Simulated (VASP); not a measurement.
## ZnSe (Stilleite): relaxation of cell and atoms with PBEsol

The system is ZnSe (Stilleite).

```xyz
2
Lattice="0.0000 2.8338 2.8338 2.8338 0.0000 2.8338 2.8338 2.8338 0.0000" Properties=species:S:1:pos:R:3 pbc="T T T"
Se    4.2507    4.2507    4.2507
Zn    0.0000    0.0000    0.0000
```

| Item | Value |
| --- | --- |
| Program | VASP 6.6.1 |
| Task | relaxation of cell and atoms |
| Functional | PBEsol |
| Potentials or basis | VASP PAW PBE potentials, release 64 (Se, Zn) |
| Cutoff | 600 eV |
| k mesh | 8 × 8 × 8 |
| Occupations | fermi-dirac, width 0.05 eV |
| Spin | no spin polarisation |
| Dipole correction | no |
| Further INCAR settings | ALGO = Normal; EDIFF = 1e-06; IBRION = 2; EDIFFG = -0.02; NSW = 80; ISIF = 3 |

The relaxed volume is 22.44 Å³/atom. The relaxed cell is a = 3.989 Å, b = 3.989 Å, c = 3.989 Å, α = 60.00°, β = 60.00°, γ = 60.00°, the space group after relaxing (to 0.05 Å) is F-43m (No. 216) and the energy gained by relaxing is 0.9 meV/atom. The ionic steps are 3, the pressure after relaxing is 0.0 GPa and the band gap on the k mesh is 1.23 eV, direct.

Step by step:
| step | energy change (eV) | largest force (eV/Å) | pressure (GPa) | volume (Å³) |
| --- | --- | --- | --- | --- |
| 1 | 0.0000 | 0.0000 | -0.91 | 45.51 |
| 2 | -0.0017 | 0.0000 | 0.45 | 44.67 |
| 3 | -0.0019 | 0.0000 | 0.01 | 44.88 |

Final structure:
```
CELL_PARAMETERS angstrom
0.00000 2.82066 2.82066
2.82066 0.00000 2.82066
2.82066 2.82066 0.00000
ATOMIC_POSITIONS crystal
Se 0.75000 0.75000 0.75000
Zn 0.00000 0.00000 0.00000
```

Levels at points of the mesh, in eV from the valence-band top:
```tsv
k point	band 7	band 8	band 9	band 10	band 11	band 12
(0.00, 0.00, 0.00)	0.00	0.00	0.00	1.23	5.73	5.73
(0.50, 0.00, 0.00)	-5.37	-0.90	-0.90	2.47	6.30	6.30
(0.50, 0.50, 0.00)	-4.85	-2.26	-2.26	2.81	3.37	10.71
```

Run time: 34 s on 1 thread of Intel(R) Xeon(R) 6975P-C (Granite Rapids), with other jobs on the host, peak memory 0.19 GiB.

Caveat: the PAW data sets were made with another functional, which shifts forces and pressure a little.
